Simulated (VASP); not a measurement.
Input of a VASP 6.6.1 run:

Contents of POSCAR:

```
ZnSe
1.0
    0.0000000000      2.8324246769      2.8324246769
    2.8324246769      0.0000000000      2.8324246769
    2.8324246769      2.8324246769      0.0000000000
Zn Se
1 1
Direct
    0.0000000000      0.0000000000      0.0000000000
    0.2500000000      0.2500000000      0.2500000000
```

Contents of INCAR.step1:

```
SYSTEM = ZnSe
ALGO = Normal
EDIFF = 1E-8
ENCUT = 500
GGA = PE
ISMEAR = 0
LASPH = .True.
LCHARG = .False.
LREAL = .False.
LWAVE = .True.
NELM = 60
PREC = Accurate
SIGMA = 0.01
```

Contents of INCAR.step2:

```
SYSTEM = ZnSe
ALGO = Exact
EDIFF = 1E-8
ENCUT = 500
GGA = PE
ISMEAR = 0
ISTART = 1
LASPH = .True.
LCHARG = .False.
LOPTICS = .True.
LREAL = .False.
LWAVE = .True.
NBANDS = 82
NELM = 1
PREC = Accurate
SIGMA = 0.01
```

INCAR.step3

```
SYSTEM = ZnSe
ALGO = EVGW0
EDIFF = 1E-8
ENCUT = 500
ENCUTGW = 80.0
GGA = PE
ISMEAR = 0
ISTART = 1
LASPH = .True.
LCHARG = .False.
LREAL = .False.
LWAVE = .False.
NBANDS = 82
NBANDSGW = 17
NELMGW = 1
NOMEGA = 48
PREC = Accurate
PRECFOCK = Fast
SIGMA = 0.01
```

KPOINTS

```
k-points
0
Gamma
  4 4 4
  0 0 0
```

Potentials or basis: VASP PAW PBE potentials, release 64 (Zn_GW, Se_GW).

Run with:

```console
$ cat potpaw_PBE.64/Zn_GW/POTCAR potpaw_PBE.64/Se_GW/POTCAR > POTCAR
$ cp INCAR.step1 INCAR
$ mpirun -np 1 vasp_std > vasp.out
$ cp INCAR.step2 INCAR
$ mpirun -np 1 vasp_std > vasp.out
$ cp INCAR.step3 INCAR
$ mpirun -np 1 vasp_std > vasp.out
```

(1) Predict the quasiparticle gap.

(2) Predict the least direct quasiparticle gap.

(3) Estimate the band gap of the starting levels on the mesh.

## Answers

(1) 2.40 eV.

(2) 2.40 eV.

(3) 1.27 eV.

Caveat: the k points lie up to 0.48 Å⁻¹ apart; bands, screening cutoff and mesh are small and nothing is extrapolated, so the quasiparticle values aren't converged.
